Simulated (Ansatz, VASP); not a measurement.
**One calculation of SnTe, two programs**

The input POSCAR:

```
SnTe
1.0
    0.0000000000      3.8899891050      3.8899891050
    3.8899891050      0.0000000000      3.8899891050
    3.8899891050      3.8899891050      0.0000000000
Te Sn
1 1
Direct
    0.7500000000      0.7500000000      0.7500000000
    0.0000000000      0.0000000000      0.0000000000
```

File INCAR.step1:

```
PREC = Accurate
ENCUT = 520
EDIFF = 1E-5
ISMEAR = 0
SIGMA = 0.01
LREAL = False
LASPH = True
NELM = 60
ALGO = Normal
ISIF = 2
LWAVE = True
NBANDS = 17
GGA = PE
```

The input INCAR.step2:

```
PREC = Accurate
ENCUT = 520
EDIFF = 1E-7
ISMEAR = 0
SIGMA = 0.01
LREAL = False
LASPH = True
NELM = 60
ALGO = Normal
ISIF = 2
LWAVE = False
LCHARG = True
GGA = PE
LHFCALC = True
AEXX = 0.25
PRECFOCK = Normal
IVDW = 12
LELF = True
LVHAR = True
NBANDS = 17
ISTART = 1
```

File KPOINTS:

```
regular mesh
0
Gamma
  4 4 4
```

Contents of input.yaml:

```yaml
crystal:
  lattice:
    - [0.0, 3.889989105, 3.889989105]
    - [3.889989105, 0.0, 3.889989105]
    - [3.889989105, 3.889989105, 0.0]
  atoms:
    - { symbol: Te, position: [0.75, 0.75, 0.75] }
    - { symbol: Sn, position: [0.0, 0.0, 0.0] }
kpoints:
  mp_grid: { grid: [4, 4, 4] }
scf:
  occupations: { method: gaussian, width: 0.01 }
hamiltonian:
  xc: pbe0
  dispersion: d3bj
  pseudopotentials: { kind: all_electron, datasets: crystal }
output:
  forces: true
  stress: true
```

Change from the starting cell: volume scaled by 1.25.

Alike in both runs: task single point; functional PBE0; dispersion D3(BJ); k mesh 4 × 4 × 4; occupations gaussian, width 0.01 eV; no spin polarisation.

|  | VASP | Ansatz |
| --- | --- | --- |
| version | VASP 6.6.1 | Ansatz 0.2.0 |
| potentials or method | VASP PAW PBE potentials, release 64 (Te, Sn_d), cutoff 520 eV | all-electron PAW datasets made for the crystal |

|  | VASP | Ansatz | Ansatz less VASP |
| --- | --- | --- | --- |
| gap on the k mesh at the Fermi level (eV) | 1.54 | 1.51 | -0.028 |
| least direct gap on the mesh (eV) | 1.99 | 1.97 | -0.019 |
| pressure (GPa) | -4.9 | -4.8 | +0.12 |

Ansatz ran all-electron here, and VASP with PAW potentials.

Neither program's run includes spin-orbit coupling.
